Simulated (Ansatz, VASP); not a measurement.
# Li2ZnO2: VASP beside Ansatz

The input INCAR:

```
  ALGO = Normal
  EDIFF = 1E-7
  EDIFFG = -0.01
  ENCUT = 600
  GGA = PE
  IBRION = 2
  ISIF = 3
  ISMEAR = 0
  LASPH = True
  LCHARG = False
  LREAL = False
  LWAVE = False
  NELM = 100
  NSW = 100
  PREC = Accurate
  SIGMA = 0.02
```

File KPOINTS:

```
k-points
0
Gamma
  12 12 6
```

Contents of POSCAR:

```
Li2ZnO2
1.0
    3.1596304816      0.0000000000      0.0000000000
   -1.5798152408      2.7363202636      0.0000000000
    0.0000000000      0.0000000000      5.1834764920
Li Zn O
2 1 2
Direct
    0.6666666667      0.3333333333      0.6410279094
    0.3333333333      0.6666666667      0.3589720906
    0.0000000000      0.0000000000      0.0000000000
    0.6666666667      0.3333333333      0.2403699148
    0.3333333333      0.6666666667      0.7596300852
```

Input for Ansatz:

```yaml
crystal:
  lattice:
    - [3.1596304816, 0.0, 0.0]
    - [-1.5798152408, 2.7363202636, 0.0]
    - [0.0, 0.0, 5.183476492]
  atoms:
    - { symbol: Li, position: [0.6666666667, 0.3333333333, 0.6410279094] }
    - { symbol: Li, position: [0.3333333333, 0.6666666667, 0.3589720906] }
    - { symbol: Zn, position: [0.0, 0.0, 0.0] }
    - { symbol: O, position: [0.6666666667, 0.3333333333, 0.2403699148] }
    - { symbol: O, position: [0.3333333333, 0.6666666667, 0.7596300852] }
basis:
  ecutwfc: 420
kpoints:
  mp_grid: { grid: [12, 12, 6] }
hamiltonian:
  xc: pbe
scf:
  occupations: { method: gaussian, width: 0.02 }
output:
  forces: true
  stress: true
  eigenvalues: true
  write_density: true
  write_potential: true
  elf: true
  volumetric_format: npy
relax:
  adjacent_minimum: "off"
  f_tol: 0.01
  max_steps: 80
  cell: { stress_tol: 0.05 }
```

Change from the starting cell: species swapped into the Nd2SeO2 type (P-3m1, No. 164).

Alike in both runs: task relaxation of cell and atoms; functional PBE; k mesh 12 × 12 × 6; occupations gaussian, width 0.02 eV; no spin polarisation.

```csv
,VASP,Ansatz
version,VASP 6.6.1,Ansatz 0.2.0
potentials or method,"VASP PAW PBE potentials, release 64 (Li_sv, Zn, O), cutoff 600 eV","scalar-relativistic, plane waves, PAW"
valence electrons in the cell,30,30
```

|  | VASP | Ansatz | Ansatz less VASP |
| --- | --- | --- | --- |
| gap on the k mesh at the Fermi level, each at its own relaxed structure (eV) | 2.92 | 2.93 | +0.015 |
| relaxed volume (Å³/atom) | 8.96 | 8.95 | -0.006 |
| relaxed cell length with the largest relative difference (Å) | 3.162 | 3.160 | -0.0021 |

Noted on VASP's run: the cutoff is short for stress, so the pressure is rough.
